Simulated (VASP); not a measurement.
# MnF2 (P4_2/mnm) in VASP: single point with PBE+U

Aim: the single point of MnF2 with PBE+U.

Program: VASP 6.6.1. These are calculated values, not measurements. Logs are shortened: lines on timing, memory, paths and dates and some standing lists are left out, and cuts for length are marked.

### 1 The cell of the first run

Symmetry: P4_2/mnm, No. 136, tetragonal system. The conventional cell has a = 4.938 Å, b = 4.938 Å, c = 3.350 Å, α = 90.00°, β = 90.00°, γ = 90.00°. Within 2.8 Å of Mn (site symmetry mmm) lie 6 F at 2.13 to 2.16 Å. F (site symmetry m2m) has 3 Mn at 2.13 to 2.16 Å and 1 F at 2.72 Å within 2.8 Å.

### 2 Single point, PBE+U, collinear spin, ferromagnetic start

Contents of INCAR:

```
PREC = Accurate
ENCUT = 520
EDIFF = 1E-6
ISMEAR = 0
SIGMA = 0.02
LREAL = False
LASPH = True
NELM = 150
ALGO = Normal
ISIF = 2
LWAVE = False
LCHARG = False
ISPIN = 2
MAGMOM = 4.69 4.69 0 0 0 0
LORBIT = 11
LMAXMIX = 4
LDAU = True
LDAUTYPE = 2
LDAUL = 2 -1
LDAUU = 3.9 0
LDAUJ = 0 0
LDAUPRINT = 1
GGA = PE
NBANDS = 40
```

Contents of KPOINTS:

```
Automatic mesh
0
Gamma
  6 6 8
```

Contents of POSCAR:

```
MnF2
1.0
    4.9375527558      0.0000000000      0.0000000000
    0.0000000000      4.9375527558      0.0000000000
    0.0000000000      0.0000000000      3.3500414938
Mn F
2 4
Direct
    0.5000000000      0.5000000000      0.5000000000
    0.0000000000      0.0000000000      0.0000000000
    0.6947729243      0.6947729243      0.0000000000
    0.8052270757      0.1947729243      0.5000000000
    0.3052270757      0.3052270757      0.0000000000
    0.1947729243      0.8052270757      0.5000000000
```

Potentials or basis: VASP PAW PBE potentials, release 64 (Mn_pv, F).

Started as:

```sh
> cat potpaw_PBE.64/Mn_pv/POTCAR potpaw_PBE.64/F/POTCAR > POTCAR
> mpirun -np 1 vasp_std > vasp.out
```

OUTCAR:

```text
PREC = Accurate
   ENCUT = 520
   EDIFF = 1E-6
   ISMEAR = 0
   LREAL = False
   LASPH = True
   NELM = 150
   ISIF = 2
   ISPIN = 2
   LORBIT = 11
   GGA = PE

 ion  position               nearest neighbor table
   1  0.500  0.500  0.500-   4 2.13   6 2.13   5 2.16   3 2.16   3 2.16   5 2.16
   2  0.000  0.000  0.000-   3 2.13   5 2.13   4 2.16   6 2.16   4 2.16   6 2.16
   3  0.695  0.695  0.000-   2 2.13   1 2.16   1 2.16
   4  0.805  0.195  0.500-   1 2.13   2 2.16   2 2.16
   5  0.305  0.305  0.000-   2 2.13   1 2.16   1 2.16
   6  0.195  0.805  0.500-   1 2.13   2 2.16   2 2.16

  LATTYP: Found a simple tetragonal cell.
 ALAT       =     4.9375527558
 C/A-ratio  =     0.6784821671

  Lattice vectors:

 A1 = (   4.9375527558,   0.0000000000,   0.0000000000)
 A2 = (   0.0000000000,   4.9375527558,   0.0000000000)
 A3 = (   0.0000000000,   0.0000000000,   3.3500414938)

Analysis of symmetry for initial positions (statically):
=====================================================================
 Subroutine PRICEL returns:
 Original cell was already a primitive cell.

 Routine SETGRP: Setting up the symmetry group for a
 simple tetragonal supercell.

 Subroutine GETGRP returns: Found 16 space group operations
 (whereof  8 operations were pure point group operations)
 out of a pool of 16 trial point group operations.

The static configuration has the point symmetry D_2h.
 The point group associated with its full space group is D_4h.

Analysis of symmetry for dynamics (positions and initial velocities):
=====================================================================
 Subroutine PRICEL returns:
 Original cell was already a primitive cell.

 Routine SETGRP: Setting up the symmetry group for a
 simple tetragonal supercell.

 Subroutine GETGRP returns: Found 16 space group operations
 (whereof  8 operations were pure point group operations)
 out of a pool of 16 trial point group operations.

The dynamic configuration has the point symmetry D_2h.
 The point group associated with its full space group is D_4h.

Analysis of structural, dynamic, and magnetic symmetry:
=====================================================================
 Subroutine PRICEL returns:
[... 224 lines left out ...]
  o =  0.9485  v =  0.0000  0.0000  0.0000  0.0000  1.0000  0.0000  0.0000  0.0000  0.0000  0.0000      0.0000  0.0000  0.0000  0.0000  0.0000  0.0000  0.0000  0.0000  0.0000  0.0000
  o =  0.9487  v =  0.0000 -0.7071  0.0000 -0.7071  0.0000  0.0000  0.0000  0.0000  0.0000  0.0000      0.0000  0.0000  0.0000  0.0000  0.0000  0.0000  0.0000  0.0000  0.0000  0.0000
  o =  0.9797  v =  0.0000 -0.7071  0.0000  0.7071  0.0000  0.0000  0.0000  0.0000  0.0000  0.0000      0.0000  0.0000  0.0000  0.0000  0.0000  0.0000  0.0000  0.0000  0.0000  0.0000
  o =  0.9825  v = -0.7931  0.0000  0.6091  0.0000 -0.0000  0.0000  0.0000  0.0000  0.0000  0.0000      0.0000  0.0000  0.0000  0.0000  0.0000  0.0000  0.0000  0.0000  0.0000  0.0000

 number of electron      54.0000046 magnetization       9.9999993

 Free energy of the ion-electron system (eV)
  ---------------------------------------------------
  ext. energy  EPLUGINS =         0.00000000
  ---------------------------------------------------
  free energy    TOTEN  =       -37.90177849 eV

  energy without entropy =      -37.90177849  energy(sigma->0) =      -37.90177849

 E-fermi :   1.8848     XC(G=0):  -9.5403

 val. band max:        1.6361171557   @ k =   0.0000   0.0000   0.0000
 cond. band min:       4.1070030298   @ k =   0.0000   0.0000   0.0000
 fundamental gap:      2.4708858741
 Fermi energy:         1.8847859952

 spin component 1

 k-point     1 :       0.0000    0.0000    0.0000
  band No.  band energies     occupation
      1     -47.1928      1.00000
      2     -47.1928      1.00000
      3     -47.1372      1.00000
      4     -47.1372      1.00000
      5     -47.1320      1.00000
      6     -47.1305      1.00000
[... 2009 lines left out ...]
     38      13.8830      0.00000
     39      14.6314      0.00000

 [... further k-points ...]

 [bands above 39 left out]

------------------------ aborting loop because EDIFF is reached ----------------------------------------

  FORCE on cell =-STRESS in cart. coord.  units (eV):
  Direction    XX          YY          ZZ          XY          YZ          ZX
  --------------------------------------------------------------------------------------
  -------------------------------------------------------------------------------------
  Total        0.5937395      0.5937395      0.5056483     -0.0000000      0.0000000      0.0000000
  in kB       11.6475040     11.6475040      9.9194008     -0.0000000      0.0000000      0.0000000
  external PRESSURE =      11.0714696 kB  Pullay stress =       0.0000000 kB

 VOLUME and BASIS-vectors are now :
 -----------------------------------------------------------------------------
  energy-cutoff  :      520.00
  volume of cell :       81.67
      direct lattice vectors                 reciprocal lattice vectors
     4.937552756  0.000000000  0.000000000     0.202529482  0.000000000  0.000000000
     0.000000000  4.937552756  0.000000000     0.000000000  0.202529482  0.000000000
     0.000000000  0.000000000  3.350041494     0.000000000  0.000000000  0.298503765

 POSITION                                       TOTAL-FORCE (eV/Angst)
 -----------------------------------------------------------------------------------
      2.46878      2.46878      1.67502         0.000000      0.000000      0.000000
      0.00000      0.00000      0.00000         0.000000      0.000000      0.000000
      3.43048      3.43048      0.00000         0.005325      0.005325     -0.000000
      3.97585      0.96170      1.67502        -0.005325      0.005325     -0.000000
      1.50707      1.50707      0.00000        -0.005325     -0.005325      0.000000
      0.96170      3.97585      1.67502         0.005325     -0.005325      0.000000
 -----------------------------------------------------------------------------------
    total drift:                                0.000000     -0.000000     -0.000000

  FREE ENERGIE OF THE ION-ELECTRON SYSTEM (eV)
  ---------------------------------------------------
  free  energy   TOTEN  =       -37.9017784917 eV

  energy  without entropy=      -37.9017784917  energy(sigma->0) =      -37.90177849

 total charge

# of ion       s       p       d       tot
------------------------------------------
    1        0.158   6.136   4.934  11.227
    2        0.158   6.136   4.934  11.227
    3        1.733   4.371   0.000   6.104
    4        1.733   4.371   0.000   6.104
    5        1.733   4.371   0.000   6.104
    6        1.733   4.371   0.000   6.104
--------------------------------------------------
tot          7.248  29.753   9.868  46.869

 magnetization (x)

# of ion       s       p       d       tot
------------------------------------------
    1        0.023   0.021   4.649   4.693
    2        0.023   0.021   4.649   4.693
    3        0.006   0.048   0.000   0.054
    4        0.006   0.048   0.000   0.054
    5        0.006   0.048   0.000   0.054
    6        0.006   0.048   0.000   0.054
--------------------------------------------------
tot          0.072   0.234   9.297   9.603
```

Run time: 7.5 min. Hardware: 1 thread of Intel Xeon Platinum 8259CL at 2.50GHz (Skylake/Cascade Lake), shared host; peak memory 0.37 GiB.

Results:

* Free energy: -37.9018 eV
* Pressure: 1.1 GPa
* Largest force: 0.008 eV/Å
* Band gap on the k mesh: 2.47 eV
* Net moment: 10.00 μB per cell
* Site moments: Mn +4.69; F +0.05 μB
* Valence electrons inside the program's atomic spheres: Mn 11.23; F 6.10

Forces in eV/Å, atoms in the order of the input:
```
Mn   0.000  0.000  0.000
Mn   0.000  0.000  0.000
F    0.005  0.005  0.000
F   -0.005  0.005  0.000
F   -0.005 -0.005  0.000
F    0.005 -0.005  0.000
```

Stress tensor (GPa, compression positive):
```
1.16 0.00 0.00
0.00 1.16 0.00
0.00 0.00 0.99
```

Levels at points of the mesh, in eV from the valence-band top:
Spin up:
```
           k point  band 28  band 29  band 30  band 31  band 32  band 33  band 34  band 35  band 36  band 37
(0.00, 0.00, 0.00)    -2.13    -1.58    -0.53    -0.53     0.00     2.47     7.85     7.85     8.86    10.78
(0.50, 0.00, 0.00)    -2.00    -0.84    -0.84    -0.66    -0.66     4.78     4.78     9.07     9.07    11.00
(0.50, 0.50, 0.00)    -1.84    -1.25    -1.25    -0.54    -0.54     6.12     6.12     6.93     6.93    13.11
(0.00, 0.00, 0.50)    -1.80    -1.38    -1.38    -1.15    -1.15     6.96     6.96    10.77    10.77    10.83
(0.50, 0.00, 0.50)    -2.10    -1.71    -1.71    -0.28    -0.28     8.06     8.06     8.19     8.19    12.12
(0.50, 0.50, 0.50)    -2.00    -1.39    -1.39    -0.89    -0.89     7.92     7.92     9.27     9.27    10.03
```
Spin down:
```tsv
k point	band 19	band 20	band 21	band 22	band 23	band 24	band 25	band 26
(0.00, 0.00, 0.00)	-3.46	-3.07	-3.07	-2.78	3.38	4.72	5.13	5.32
(0.50, 0.00, 0.00)	-3.78	-3.78	-3.09	-3.09	4.87	4.87	5.45	5.45
(0.50, 0.50, 0.00)	-3.50	-3.50	-3.36	-3.36	4.82	4.82	5.41	5.41
(0.00, 0.00, 0.50)	-3.62	-3.62	-3.42	-3.42	5.23	5.23	5.25	5.25
(0.50, 0.00, 0.50)	-3.45	-3.45	-3.26	-3.26	4.96	4.96	5.31	5.31
(0.50, 0.50, 0.50)	-3.22	-3.22	-3.17	-3.17	5.25	5.25	5.25	5.25
```

Eigenvalues of the final occupation matrices:
| site | spin | trace | eigenvalues |
| --- | --- | --- | --- |
| site 1 d | 1 | 4.80 | 0.95 0.95 0.95 0.98 0.98 |
| site 1 d | 2 | 0.15 | 0.01 0.01 0.01 0.05 0.06 |
| site 2 d | 1 | 4.80 | 0.95 0.95 0.95 0.98 0.98 |
| site 2 d | 2 | 0.15 | 0.01 0.01 0.01 0.05 0.06 |

Caveat: the run started ferromagnetic, and an antiferromagnetic order may lie lower in energy. A k mesh can miss the band edges.
